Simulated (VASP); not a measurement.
# In (Im-3m) in VASP: a series of runs, part 2 of 2

VASP 6.6.1. Earlier steps stand in the parts before.

### 5 Single point, r2SCAN

This run uses another cell than the first one, of 25.62 Å³/atom, 0.941 times its volume.

Contents of POSCAR:

```
In
1.0
   -1.8570825908      1.8570825908      1.8570825908
    1.8570825908     -1.8570825908      1.8570825908
    1.8570825908      1.8570825908     -1.8570825908
In
1
Direct
    0.0000000000      0.0000000000      0.0000000000
```

Contents of INCAR.step1:

```
SYSTEM = In
ALGO     = Normal         ! electronic algorithm
EDIFF    = 1E-4           ! SCF threshold, eV
ENCUT    = 520            ! plane-wave cutoff, eV
GGA      = PE             ! functional
ISMEAR   = -1             ! smearing method
LASPH    = .True.         ! aspherical terms in the spheres
LCHARG   = .False.        ! write CHGCAR
LREAL    = .False.        ! projectors in reciprocal space
LWAVE    = .True.         ! write WAVECAR
NBANDS   = 12             ! bands
NELM     = 100            ! most SCF steps
PREC     = Accurate       ! precision mode
SIGMA    = 0.05           ! smearing width, eV
```

Contents of INCAR.step2:

```
SYSTEM = In
ALGO     = Normal         ! electronic algorithm
EDIFF    = 1E-6           ! SCF threshold, eV
ENCUT    = 520            ! plane-wave cutoff, eV
ISIF     = 2              ! what is computed and relaxed
ISMEAR   = -1             ! smearing method
ISTART   = 1            
LASPH    = .True.         ! aspherical terms in the spheres
LCHARG   = .False.        ! write CHGCAR
LMIXTAU  = .True.       
LREAL    = .False.        ! projectors in reciprocal space
LWAVE    = .False.        ! write WAVECAR
METAGGA  = R2SCAN         ! meta-GGA
NBANDS   = 12             ! bands
NELM     = 100            ! most SCF steps
PREC     = Accurate       ! precision mode
SIGMA    = 0.05           ! smearing width, eV
```

Contents of KPOINTS:

```
k-points
0
Gamma
  10 10 10
  0 0 0
```

Potentials or basis: VASP PAW PBE potentials, release 64 (In_d).

Launch:

```
$ cat potpaw_PBE.64/In_d/POTCAR > POTCAR
$ cp INCAR.step1 INCAR
$ mpirun -np 1 vasp_std > vasp.out
$ cp INCAR.step2 INCAR
$ mpirun -np 1 vasp_std > vasp.out
```

OUTCAR:

```text
SYSTEM = In
   EDIFF = 1E-6
   ENCUT = 520
   ISIF = 2
   ISMEAR = -1
   ISTART = 1
   LASPH = .True.
   LREAL = .False.
   METAGGA = R2SCAN
   NELM = 100
   PREC = Accurate

 ion  position               nearest neighbor table
   1  0.000  0.000  0.000-

  LATTYP: Found a body centered cubic cell.
 ALAT       =     3.7141651816

  Lattice vectors:

 A1 = (  -1.8570825908,   1.8570825908,   1.8570825908)
 A2 = (   1.8570825908,  -1.8570825908,   1.8570825908)
 A3 = (   1.8570825908,   1.8570825908,  -1.8570825908)

Analysis of symmetry for initial positions (statically):
[... 528 lines left out ...]
      5      -7.2679      2.00000
      6       0.0796      2.00000
      7      10.2137      0.00000
      8      14.3009      0.00000
      9      15.6197      0.00000
     10      19.4925      0.00000
     11      20.3389      0.00000
     12      21.3802      0.00000

 [... further k-points ...]
[... 5 lines left out ...]
  --------------------------------------------------------------------------------------
  -------------------------------------------------------------------------------------
  Total        0.2521016      0.2521016      0.2521016     -0.0000000     -0.0000000      0.0000000
  in kB       15.7664013     15.7664013     15.7664013     -0.0000000     -0.0000000      0.0000000
  external PRESSURE =      15.7664013 kB  Pullay stress =       0.0000000 kB

 VOLUME and BASIS-vectors are now :
 -----------------------------------------------------------------------------
  energy-cutoff  :      520.00
  volume of cell :       25.62
      direct lattice vectors                 reciprocal lattice vectors
    -1.857082591  1.857082591  1.857082591     0.000000000  0.269239506  0.269239506
     1.857082591 -1.857082591  1.857082591     0.269239506  0.000000000  0.269239506
     1.857082591  1.857082591 -1.857082591     0.269239506  0.269239506  0.000000000

 POSITION                                       TOTAL-FORCE (eV/Angst)
 -----------------------------------------------------------------------------------
      0.00000      0.00000      0.00000        -0.000000      0.000000      0.000000
 -----------------------------------------------------------------------------------
    total drift:                               -0.000000      0.000000      0.000000

  FREE ENERGIE OF THE ION-ELECTRON SYSTEM (eV)
  ---------------------------------------------------
  free  energy   TOTEN  =       -22.5530151060 eV

  energy  without entropy=      -22.5487809143  energy(sigma->0) =      -22.55089801
```

Run time: 62 s. Hardware: 1 thread of Intel Xeon 8259CL, shared host; peak memory 0.15 GiB.

What came out:

```
Free energy : -22.5530 eV
Pressure    : 1.6 GPa
```

Levels at points of the mesh, in eV from the Fermi level:
| k point | band 3 | band 4 | band 5 | band 6 | band 7 | band 8 | band 9 | band 10 |
| --- | --- | --- | --- | --- | --- | --- | --- | --- |
| (0.00, 0.00, 0.00) | -15.25 | -14.94 | -14.94 | -10.13 | 12.07 | 12.07 | 12.07 | 13.90 |
| (0.50, 0.00, 0.00) | -14.96 | -14.94 | -14.75 | -3.98 | -3.44 | 6.38 | 7.96 | 10.70 |
| (0.50, 0.50, 0.50) | -14.80 | -14.80 | -14.80 | 1.33 | 1.33 | 1.33 | 1.56 | 5.65 |

Caveat: the PAW data sets were made with another functional, which shifts forces and pressure a little; spin-orbit coupling is left out, which moves the levels of the heavy elements.

### 6 Single point, r2SCAN

This run uses another cell than the first one, of 26.15 Å³/atom, 0.961 times its volume.

Contents of POSCAR:

```
In
1.0
   -1.8698904617      1.8698904617      1.8698904617
    1.8698904617     -1.8698904617      1.8698904617
    1.8698904617      1.8698904617     -1.8698904617
In
1
Direct
    0.0000000000      0.0000000000      0.0000000000
```

Contents of INCAR.step1:

```
PREC = Accurate ; ENCUT = 520
ISMEAR = -1 ; SIGMA = 0.05
LREAL = F ; LASPH = T
NELM = 60 ; NBANDS = 12
GGA = PE ; ALGO = Normal
EDIFF = 1E-4 ; LWAVE = T
LCHARG = F
```

Contents of INCAR.step2:

```
PREC = Accurate ; ENCUT = 520
EDIFF = 1E-7 ; ISMEAR = -1
SIGMA = 0.05 ; LREAL = F
LASPH = T ; NELM = 60
ALGO = Normal ; ISIF = 2
LWAVE = F ; LCHARG = F
METAGGA = R2SCAN ; LMIXTAU = T
NBANDS = 12 ; ISTART = 1
```

Contents of KPOINTS:

```
Automatic mesh
0
Gamma
  10 10 10
```

Potentials or basis: VASP PAW PBE potentials, release 64 (In_d).

Launch:

```
$ cat potpaw_PBE.64/In_d/POTCAR > POTCAR
$ cp INCAR.step1 INCAR
$ mpirun -np 1 vasp_std > vasp.out
$ cp INCAR.step2 INCAR
$ mpirun -np 1 vasp_std > vasp.out
```

OUTCAR:

```text
PREC = Accurate
   ENCUT = 520
   EDIFF = 1E-7
   ISMEAR = -1
   LREAL = F
   LASPH = T
   NELM = 60
   ISIF = 2
   METAGGA = R2SCAN
   ISTART = 1

 ion  position               nearest neighbor table
   1  0.000  0.000  0.000-

  LATTYP: Found a body centered cubic cell.
 ALAT       =     3.7397809234

  Lattice vectors:

 A1 = (  -1.8698904617,   1.8698904617,   1.8698904617)
 A2 = (   1.8698904617,  -1.8698904617,   1.8698904617)
[... 529 lines left out ...]
      3      -7.5758      2.00000
      4      -7.5154      2.00000
      5      -7.4947      2.00000
      6      -0.0496      2.00000
      7       9.9254      0.00000
      8      13.9530      0.00000
      9      15.2770      0.00000
     10      19.1099      0.00000
     11      19.9609      0.00000
     12      20.9919      0.00000

 [... further k-points ...]
[... 5 lines left out ...]
  --------------------------------------------------------------------------------------
  -------------------------------------------------------------------------------------
  Total        0.1073128      0.1073128      0.1073128      0.0000000     -0.0000000      0.0000000
  in kB        6.5743605      6.5743605      6.5743605      0.0000000     -0.0000000      0.0000000
  external PRESSURE =       6.5743605 kB  Pullay stress =       0.0000000 kB

 VOLUME and BASIS-vectors are now :
 -----------------------------------------------------------------------------
  energy-cutoff  :      520.00
  volume of cell :       26.15
      direct lattice vectors                 reciprocal lattice vectors
    -1.869890462  1.869890462  1.869890462     0.000000000  0.267395342  0.267395342
     1.869890462 -1.869890462  1.869890462     0.267395342  0.000000000  0.267395342
     1.869890462  1.869890462 -1.869890462     0.267395342  0.267395342  0.000000000

 POSITION                                       TOTAL-FORCE (eV/Angst)
 -----------------------------------------------------------------------------------
      0.00000      0.00000      0.00000         0.000000     -0.000000      0.000000
 -----------------------------------------------------------------------------------
    total drift:                                0.000000      0.000000      0.000000

  FREE ENERGIE OF THE ION-ELECTRON SYSTEM (eV)
  ---------------------------------------------------
  free  energy   TOTEN  =       -22.5570281010 eV

  energy  without entropy=      -22.5521832501  energy(sigma->0) =      -22.55460568
```

Run time: 64 s. Hardware: 1 thread of Intel Xeon 8259CL, shared host; peak memory 0.15 GiB.

Results:

```yaml
Free_energy: -22.5570 eV
Pressure: 0.7 GPa
```

Levels at points of the mesh, in eV from the Fermi level:
```csv
k point,band 2,band 3,band 4,band 5,band 6,band 7,band 8,band 9,band 10,band 11
"(0.00, 0.00, 0.00)",-15.23,-15.23,-14.93,-14.93,-9.97,11.83,11.83,11.83,13.84,13.84
"(0.50, 0.00, 0.00)",-15.27,-14.95,-14.93,-14.75,-3.98,-3.34,6.28,7.88,10.59,10.85
"(0.50, 0.50, 0.50)",-15.34,-14.79,-14.79,-14.79,1.33,1.33,1.33,1.40,5.62,5.62
```

Caveat: the PAW data sets were made with another functional, which shifts forces and pressure a little; spin-orbit coupling is left out, which moves the levels of the heavy elements.

### 7 Overview

| level | potentials or basis | cell | gap on the mesh (eV) | pressure (GPa) |
| --- | --- | --- | --- | --- |
| LDA | VASP PAW LDA potentials, release 64 (In_d) | a = 3.282 Å, angles 109.5°, 1 atom | none | -3.5 |
| LDA | VASP PAW LDA potentials, release 64 (In_d) | a = 3.325 Å, angles 109.5°, 1 atom | none | -4.5 |
| r2SCAN | VASP PAW PBE potentials, release 64 (In_d) | a = 3.194 Å, angles 109.5°, 1 atom | none | 2.6 |
| r2SCAN | VASP PAW PBE potentials, release 64 (In_d) | a = 3.217 Å, angles 109.5°, 1 atom | none | 1.6 |
| r2SCAN | VASP PAW PBE potentials, release 64 (In_d) | a = 3.239 Å, angles 109.5°, 1 atom | none | 0.7 |

Alike in all rows: task single point; no spin polarisation; k mesh 10 × 10 × 10; cutoff (eV) 520; smearing fermi-dirac 0.05 eV.

Caveats: spin-orbit coupling is left out, which moves the levels of the heavy elements; the PAW data sets were made with another functional, which shifts forces and pressure a little (some runs).

Total energies depend on the potentials used, so only differences within one code and one set of settings carry meaning.
